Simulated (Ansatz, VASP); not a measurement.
## One calculation of Pb, two programs

INCAR

```
SYSTEM = Pb
  ALGO = Normal
  EDIFF = 1E-6
  ENCUT = 520
  GGA = PE
  ISIF = 2
  ISMEAR = -1
  LASPH = .TRUE.
  LCHARG = .FALSE.
  LREAL = .FALSE.
  LWAVE = .FALSE.
  NBANDS = 21
  NELM = 60
  PREC = Accurate
  SIGMA = 0.08
```

KPOINTS

```
k-points
0
G
  4 4 2
  0 0 0
```

POSCAR

```
Pb
1.0
    3.4800006906      0.0000000000      0.0000000000
   -1.7400003453      3.0137690032      0.0000000000
    0.0000000000      0.0000000000      5.5900000000
Pb
2
Direct
    0.3333333333      0.6666666667      0.2500000000
    0.6666666667      0.3333333333      0.7500000000
```

Input for Ansatz:

```yaml
crystal:
  lattice:
    - [3.4800006906, 0.0, 0.0]
    - [-1.7400003453, 3.0137690032, 0.0]
    - [0.0, 0.0, 5.59]
  atoms:
    - { symbol: Pb, position: [0.3333333333, 0.6666666667, 0.25] }
    - { symbol: Pb, position: [0.6666666667, 0.3333333333, 0.75] }
kpoints:
  mp_grid: { grid: [4, 4, 2] }
scf:
  occupations: { method: fermi_dirac, width: 0.08 }
hamiltonian:
  xc: pbe
  pseudopotentials: { kind: all_electron, lapw: { basis_error: 0.0005 } }
output:
  forces: true
  stress: true
  eigenvalues: true
```

Alike in both runs: task single point; functional PBE; k mesh 4 × 4 × 2; occupations fermi-dirac, width 0.08 eV; no spin polarisation.

|  | VASP | Ansatz |
| --- | --- | --- |
| version | VASP 6.6.1 | Ansatz 0.2.0 |
| potentials or method | VASP PAW PBE potentials, release 64 (Pb_d), cutoff 520 eV | all-electron LAPW, scalar-relativistic |

VASP gave:

- pressure (GPa): 2.4
- traceless stress, the component that is largest in VASP (GPa): -3.29

Q: Estimate Ansatz's values.

A: Pressure (GPa): 2.4; traceless stress, the component that is largest in VASP (GPa): -3.30.

Ansatz ran all-electron here, and VASP with PAW potentials.

The k mesh is coarse, so the values compare programs but aren't converged. Spin-orbit coupling is off throughout.
